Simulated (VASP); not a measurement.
Runs of VASP 6.6.1 on Mg. The structure is that of space group P6/mmm (No. 191), or close to it. The cells are those of the table. 

| cell | gap on the mesh (eV) | pressure (GPa) |
| --- | --- | --- |
| a = 3.203, b = 3.203, c = 3.045 Å, angles 90.0, 90.0, 120.0°, 1 atom | none | (c) |
| a = 2.898, b = 2.898, c = 2.893 Å, angles 90.0, 90.0, 120.0°, 1 atom | none | 7.1 |
| a = 2.974, b = 2.974, c = 3.045 Å, angles 90.0, 90.0, 120.0°, 1 atom | none | (b) |
| a = 2.898, b = 2.898, c = 2.969 Å, angles 90.0, 90.0, 120.0°, 1 atom | none | 6.1 |
| a = 3.203, b = 3.203, c = 3.197 Å, angles 90.0, 90.0, 120.0°, 1 atom | none | -3.2 |
| a = 2.898, b = 2.898, c = 3.045 Å, angles 90.0, 90.0, 120.0°, 1 atom | none | (a) |
| a = 3.203, b = 3.203, c = 2.893 Å, angles 90.0, 90.0, 120.0°, 1 atom | none | -1.2 |
| a = 3.050, b = 3.050, c = 3.197 Å, angles 90.0, 90.0, 120.0°, 1 atom | none | -0.5 |

Alike in all rows: task single point; level r2SCAN; potentials or basis VASP PAW PBE potentials, release 64 (Mg); no spin polarisation; k mesh 18 × 18 × 16; cutoff (eV) 520; smearing gaussian 0.15 eV.

**Question.** Estimate the missing entries.

**Answer.** (a) 5.3; (b) 2.5; (c) -2.4.

Caveats: the PAW data sets were made with another functional, which shifts forces and pressure a little.

A gap of «none» marks levels without a gap at the run's occupations.
